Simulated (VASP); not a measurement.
# AlAs (l.b) (F-43m) in VASP: a series of runs

Runs on AlAs (l.b). Level: LDA. Tasks: single point, relaxation of cell and atoms.

All numbers are computed with VASP 6.6.1; they aren't measurements. Logs are shortened: lines on timing, memory, paths and dates and some standing lists are left out, and cuts for length are marked.

## 1. The cell of the first run

The structure is cubic, space group F-43m (No. 216). The conventional cell has a = 5.680 Å, b = 5.680 Å, c = 5.680 Å, α = 90.00°, β = 90.00°, γ = 90.00°. Al (site symmetry -43m) has 4 As at 2.46 Å within 3.2 Å. Within 3.2 Å of As (site symmetry -43m) lie 4 Al at 2.46 Å.

## 2. Single point, LDA

Input file INCAR:

```
SYSTEM = AlAs
ALGO     = Normal         ! electronic algorithm
EDIFF    = 1E-6           ! SCF threshold, eV
ENCUT    = 500            ! plane-wave cutoff, eV
GGA      = CA             ! functional
GGA_COMPAT= .FALSE.      
ISIF     = 2              ! what is computed and relaxed
ISMEAR   = 0              ! smearing method
LASPH    = .TRUE.         ! aspherical terms in the spheres
LCHARG   = .FALSE.        ! write CHGCAR
LREAL    = .FALSE.        ! projectors in reciprocal space
LWAVE    = .FALSE.        ! write WAVECAR
NBANDS   = 11             ! bands
NELM     = 120            ! most SCF steps
PREC     = Accurate       ! precision mode
SIGMA    = 0.1            ! smearing width, eV
```

Input file KPOINTS:

```
k-points
0
G
  6 6 6
  0 0 0
```

Input file POSCAR:

```
AlAs
1.0
    0.0000000000      2.8400000000      2.8400000000
    2.8400000000      0.0000000000      2.8400000000
    2.8400000000      2.8400000000      0.0000000000
Al As
1 1
Direct
    0.0000000000      0.0000000000      0.0000000000
    0.2500000000      0.2500000000      0.2500000000
```

Potentials or basis: VASP PAW LDA potentials, release 64 (Al, As).

Command:

```sh
$ cat potpaw_LDA.64/Al/POTCAR potpaw_LDA.64/As/POTCAR > POTCAR
$ mpirun -np 1 vasp_std > vasp.out
```

OUTCAR:

```text
SYSTEM = AlAs
   EDIFF = 1E-6
   ENCUT = 500
   GGA = CA
   ISIF = 2
   ISMEAR = 0
   LASPH = .TRUE.
   LREAL = .FALSE.
   NELM = 120
   PREC = Accurate

 ion  position               nearest neighbor table
   1  0.000  0.000  0.000-   2 2.46   2 2.46   2 2.46   2 2.46
   2  0.250  0.250  0.250-   1 2.46   1 2.46   1 2.46   1 2.46

  LATTYP: Found a face centered cubic cell.
 ALAT       =     5.6800000000

  Lattice vectors:

 A1 = (   0.0000000000,   2.8400000000,   2.8400000000)
 A2 = (   2.8400000000,   0.0000000000,   2.8400000000)
 A3 = (   2.8400000000,   2.8400000000,   0.0000000000)

Analysis of symmetry for initial positions (statically):
=====================================================================
 Subroutine PRICEL returns:
 Original cell was already a primitive cell.

 Routine SETGRP: Setting up the symmetry group for a
 face centered cubic supercell.

 Subroutine GETGRP returns: Found 24 space group operations
 (whereof 24 operations were pure point group operations)
 out of a pool of 48 trial point group operations.

The static configuration has the point symmetry T_d .

Analysis of symmetry for dynamics (positions and initial velocities):
=====================================================================
 Subroutine PRICEL returns:
 Original cell was already a primitive cell.

 Routine SETGRP: Setting up the symmetry group for a
 face centered cubic supercell.

 Subroutine GETGRP returns: Found 24 space group operations
 (whereof 24 operations were pure point group operations)
 out of a pool of 48 trial point group operations.

The dynamic configuration has the point symmetry T_d .

 Subroutine INISYM returns: Found 24 space group operations
 (whereof 24 operations are pure point group operations),
 and found     1 'primitive' translations

----------------------------------------------------------------------------------------

                                     Primitive cell

  volume of cell :      45.8126

  direct lattice vectors                    reciprocal lattice vectors
     0.000000000  2.840000000  2.840000000    -0.176056338  0.176056338  0.176056338
     2.840000000  0.000000000  2.840000000     0.176056338 -0.176056338  0.176056338
     2.840000000  2.840000000  0.000000000     0.176056338  0.176056338 -0.176056338

  length of vectors
     4.016366517  4.016366517  4.016366517     0.304938522  0.304938522  0.304938522

[... 78 lines left out ...]
   ISYM   =      2    0-nonsym 1-usesym 2-fastsym
   POTIM  = 0.5000    time-step for ionic-motion
   TEBEG  =    0.0;   TEEND  =   0.0 temperature during run
   PSTRESS=    0.0 pullay stress
   NELECT =       8.0000    total number of electrons
   NUPDOWN=      -1.0000    fix difference up-down
   EMIN   =  10.00;   EMAX   =-10.00  energy-range for DOS
   EFERMI =   0.00;   METHOD = LEGACY
   ISMEAR =     0;   SIGMA  =   0.10  broadening in eV -4-tet -1-fermi 0-gaus
   EFERMI_NEDOS =   21; number of points for ismear=-14 and -15
   IALGO  =     38    algorithm
   IMIX   =      4    mixing-type and parameters
     AMIX     =   0.40;   BMIX     =  1.00
     AMIX_MAG =   1.60;   BMIX_MAG =  1.00
  volume/ion in A,a.u.               =      22.91       154.58
  Fermi-wavevector in a.u.,A,eV,Ry     =   0.915046  1.729187 11.392295  0.837310
  Thomas-Fermi vector in A             =   2.039743
   LORBIT       =      0    0 simple, 1 ext, 2 COOP (PROOUT), +10 PAW based schemes
   GGA     = CA    functional components
   LHFCALC =     F    Hartree Fock is set to
   AEXX    =    0.0000 exact exchange contribution
   IVDW    =     0    specifies the selected vdW correction
   LEPSILON=     F    determine dielectric tensor
   LRPA    =     F    only Hartree local field effects (RPA)
 non-spin polarized calculation
 Gauss-broadening in eV      SIGMA  =   0.10
  energy-cutoff  :      500.00
  volume of cell :       45.81
 maximum number of plane-waves:      1211
 NGX is ok and might be reduce to    30
   NGX = 15   NGY = 15   NGZ = 15

 number of electron       7.9999999 magnetization

 Free energy of the ion-electron system (eV)
  ---------------------------------------------------
  ext. energy  EPLUGINS =         0.00000000
  ---------------------------------------------------
  free energy    TOTEN  =       -10.49762787 eV

  energy without entropy =      -10.49762787  energy(sigma->0) =      -10.49762787

 E-fermi :   4.1706     XC(G=0):  -9.2389

 val. band max:        3.7008585704   @ k =   0.0000   0.0000   0.0000
 cond. band min:       5.0508751362   @ k =   0.5000   0.5000   0.0000
 fundamental gap:      1.3500165658
 Fermi energy:         4.1706184837

 k-point     1 :       0.0000    0.0000    0.0000
  band No.  band energies     occupation
      1      -8.1376      2.00000
      2       3.7009      2.00000
      3       3.7009      2.00000
      4       3.7009      2.00000
      5       5.5019      0.00000
      6       7.9248      0.00000
      7       7.9248      0.00000
      8       7.9248      0.00000
      9      12.2662      0.00000
     10      12.7105      0.00000
     11      12.7105      0.00000
[... 197 lines left out ...]
 k-point    16 :      -0.3333    0.5000    0.1667
  band No.  band energies     occupation
      1      -6.1851      2.00000
      2      -1.4798      2.00000
      3       0.7770      2.00000
      4       1.0240      2.00000
      5       6.7848      0.00000
      6       7.7092      0.00000
      7      10.6881      0.00000
      8      11.3877      0.00000
      9      14.0936      0.00000
     10      15.8673      0.00000
     11      16.0900      0.00000

------------------------ aborting loop because EDIFF is reached ----------------------------------------

  FORCE on cell =-STRESS in cart. coord.  units (eV):
  Direction    XX          YY          ZZ          XY          YZ          ZX
  --------------------------------------------------------------------------------------
  -------------------------------------------------------------------------------------
  Total       -0.4590036     -0.4590036     -0.4590036      0.0000000      0.0000000     -0.0000000
  in kB      -16.0524640    -16.0524640    -16.0524640      0.0000000      0.0000000     -0.0000000
  external PRESSURE =     -16.0524640 kB  Pullay stress =       0.0000000 kB

 VOLUME and BASIS-vectors are now :
 -----------------------------------------------------------------------------
  energy-cutoff  :      500.00
  volume of cell :       45.81
      direct lattice vectors                 reciprocal lattice vectors
     0.000000000  2.840000000  2.840000000    -0.176056338  0.176056338  0.176056338
     2.840000000  0.000000000  2.840000000     0.176056338 -0.176056338  0.176056338
     2.840000000  2.840000000  0.000000000     0.176056338  0.176056338 -0.176056338

 POSITION                                       TOTAL-FORCE (eV/Angst)
 -----------------------------------------------------------------------------------
      0.00000      0.00000      0.00000        -0.000000     -0.000000     -0.000000
      1.42000      1.42000      1.42000         0.000000      0.000000      0.000000
 -----------------------------------------------------------------------------------
    total drift:                               -0.000000     -0.000000     -0.000000

  FREE ENERGIE OF THE ION-ELECTRON SYSTEM (eV)
  ---------------------------------------------------
  free  energy   TOTEN  =       -10.4976278685 eV

  energy  without entropy=      -10.4976278685  energy(sigma->0) =      -10.49762787
```

Run time: 3.4 s. Hardware: 1 thread of Intel Xeon 6975P-C (Granite Rapids), shared host; peak memory 0.14 GiB.

What came out:

```yaml
Free_energy: -10.4976 eV
Pressure: -1.6 GPa
Band_gap_on_the_k_mesh: 1.35 eV, indirect (least direct gap 1.80 eV)
```

A k mesh can miss the band edges. LDA gaps usually lie below the measured ones, often by a third to a half.

## 3. Single point, LDA

This run uses another cell than the first one, of 22.29 Å³/atom, 0.973 times its volume.

Input file INCAR:

```
ALGO = Normal
EDIFF = 1E-6
ENCUT = 500
GGA = CA
GGA_COMPAT = False
ISIF = 2
ISMEAR = 0
LASPH = True
LCHARG = True
LELF = True
LREAL = False
LVHAR = True
LWAVE = False
NBANDS = 11
NELM = 120
PREC = Accurate
SIGMA = 0.02
```

Input file KPOINTS:

```
k-points
0
Gamma
  8 8 8
```

Input file POSCAR:

```
AlAs
1.0
    0.0000000000      2.8143769281      2.8143769281
    2.8143769281      0.0000000000      2.8143769281
    2.8143769281      2.8143769281      0.0000000000
Al As
1 1
Direct
    0.0000000000      0.0000000000      0.0000000000
    0.2500000000      0.2500000000      0.2500000000
```

Potentials or basis: VASP PAW LDA potentials, release 64 (Al, As).

Command:

```sh
$ cat potpaw_LDA.64/Al/POTCAR potpaw_LDA.64/As/POTCAR > POTCAR
$ mpirun -np 1 vasp_std > vasp.out
```

It took 5.8 s on 1 thread of Intel Xeon 6975P-C (Granite Rapids), shared host; peak memory 0.15 GiB.

It converged, with:

| Item | Value |
| --- | --- |
| Free energy | -10.5139 eV |
| Pressure | 0.4 GPa |
| Band gap on the k mesh | 1.31 eV, indirect (least direct gap 2.02 eV) |

Levels at points of the mesh, in eV from the valence-band top:
```
           k point  band 1  band 2  band 3  band 4  band 5  band 6  band 7  band 8  band 9
(0.00, 0.00, 0.00)  -11.99    0.00    0.00    0.00    2.02    4.27    4.27    4.27    8.72
(0.50, 0.00, 0.00)  -10.54   -5.67   -0.84   -0.84    2.09    4.65    4.65    7.62   11.12
(0.50, 0.50, 0.00)   -9.97   -5.51   -2.22   -2.22    1.31    2.20   10.33   10.33   11.76
```

A k mesh can miss the band edges.

## 4. Single point, LDA

This run uses another cell than the first one, of 22.29 Å³/atom, 0.973 times its volume.

Input file INCAR:

```
PREC     = Accurate       # precision mode
ENCUT    = 500            # plane-wave cutoff, eV
EDIFF    = 1E-6           # SCF threshold, eV
ISMEAR   = 0              # smearing method
SIGMA    = 0.02           # smearing width, eV
LREAL    = F              # projectors in reciprocal space
LASPH    = T              # aspherical terms in the spheres
NELM     = 120            # most SCF steps
ALGO     = Normal         # electronic algorithm
ISIF     = 2              # what is computed and relaxed
LWAVE    = F              # write WAVECAR
LCHARG   = F              # write CHGCAR
NBANDS   = 11             # bands
GGA_COMPAT= F
```

Input file KPOINTS:

```
Automatic mesh
0
Gamma
  8 8 8
```

POSCAR is that of step 3.

Command:

```sh
$ cat potpaw_LDA.64/Al/POTCAR potpaw_LDA.64/As/POTCAR > POTCAR
$ mpirun -np 1 vasp_std > vasp.out
```

It took 5.4 s on 1 thread of Intel Xeon 6975P-C (Granite Rapids), shared host; peak memory 0.14 GiB.

It converged, with:

- Free energy: -10.5139 eV
- Pressure: 0.4 GPa
- Band gap on the k mesh: 1.31 eV, indirect (least direct gap 2.02 eV)

Levels at points of the mesh, in eV from the valence-band top:
```csv
k point,band 1,band 2,band 3,band 4,band 5,band 6,band 7,band 8,band 9
"(0.00, 0.00, 0.00)",-11.99,0.00,0.00,0.00,2.02,4.27,4.27,4.27,8.72
"(0.50, 0.00, 0.00)",-10.54,-5.67,-0.84,-0.84,2.09,4.65,4.65,7.62,11.12
"(0.50, 0.50, 0.00)",-9.97,-5.51,-2.22,-2.22,1.31,2.20,10.33,10.33,11.76
```

A k mesh can miss the band edges.

## 5. Relaxation of cell and atoms, LDA

Input file INCAR:

```
SYSTEM = AlAs
  ALGO = Normal
  EDIFF = 1E-7
  EDIFFG = -0.002
  ENCUT = 500
  GGA_COMPAT = .FALSE.
  IBRION = 2
  ISIF = 3
  ISMEAR = 0
  LASPH = .TRUE.
  LCHARG = .FALSE.
  LREAL = .FALSE.
  LWAVE = .FALSE.
  NELM = 120
  NELMIN = 4
  NSW = 100
  PREC = Accurate
  SIGMA = 0.02
```

Input file KPOINTS:

```
k-points
0
G
  8 8 8
  0 0 0
```

Input file POSCAR:

```
AlAs
1.0
    0.0000000000      2.8400000000      2.8400000000
    2.8400000000      0.0000000000      2.8400000000
    2.8400000000      2.8400000000      0.0000000000
Al As
1 1
Direct
    0.0000000000      0.0000000000      0.0000000000
    0.2500000000      0.2500000000      0.2500000000
```

Command:

```sh
$ cat potpaw_LDA.64/Al/POTCAR potpaw_LDA.64/As/POTCAR > POTCAR
$ mpirun -np 1 vasp_std > vasp.out
```

Run time: 8.8 s. Hardware: 1 thread of Intel Xeon 6975P-C (Granite Rapids), shared host; peak memory 0.15 GiB.

It converged, with:

```
Free energy                            : -10.5142 eV
Relaxed volume                         : 22.40 Å³/atom
Relaxed cell                           : a = 3.986 Å, b = 3.986 Å, c = 3.986 Å, α = 60.00°, β = 60.00°, γ = 60.00°
Space group after relaxing (to 0.05 Å) : F-43m (No. 216)
Energy gained by relaxing              : 2.6 meV/atom
Ionic steps                            : 3
Pressure after relaxing                : 0.0 GPa
Band gap on the k mesh                 : 1.32 eV, indirect (least direct gap 1.98 eV)
```

Step by step:
| step | energy change (eV) | largest force (eV/Å) | pressure (GPa) | volume (Å³) |
| --- | --- | --- | --- | --- |
| 1 | 0.0000 | 0.0000 | -1.62 | 45.81 |
| 2 | -0.0039 | 0.0000 | 0.88 | 44.29 |
| 3 | -0.0052 | 0.0000 | 0.00 | 44.80 |

Final structure:
```xyz
2
Lattice="0.0000 2.8189 2.8189 2.8189 0.0000 2.8189 2.8189 2.8189 0.0000" Properties=species:S:1:pos:R:3 pbc="T T T"
Al    0.0000    0.0000    0.0000
As    1.4094    1.4094    1.4094
```

Levels at points of the mesh, in eV from the valence-band top:
```csv
k point,band 1,band 2,band 3,band 4,band 5,band 6,band 7,band 8
"(0.00, 0.00, 0.00)",-11.96,0.00,0.00,0.00,1.98,4.27,4.27,4.27
"(0.50, 0.00, 0.00)",-10.52,-5.65,-0.83,-0.83,2.07,4.64,4.64,7.61
"(0.50, 0.50, 0.00)",-9.96,-5.49,-2.20,-2.20,1.32,2.20,10.30,10.30
```

## 6. Overview

| task | cell | k mesh | smearing | gap on the mesh (eV) | pressure (GPa) |
| --- | --- | --- | --- | --- | --- |
| single point | a = 4.016 Å, angles 60.0°, 2 atoms | 6 × 6 × 6 | gaussian 0.1 eV | 1.35 | -1.6 |
| single point | a = 3.980 Å, angles 60.0°, 2 atoms | 8 × 8 × 8 | gaussian 0.02 eV | 1.31 | 0.4 |
| relaxation of cell and atoms | relaxed from a = 4.016 Å, angles 60.0°, 2 atoms | 8 × 8 × 8 | gaussian 0.02 eV | 1.32 | 0.0 |

Alike in all rows: level LDA; potentials or basis VASP PAW LDA potentials, release 64 (Al, As); no spin polarisation; cutoff (eV) 500.

Absolute energies hang on the potentials; compare differences alone.
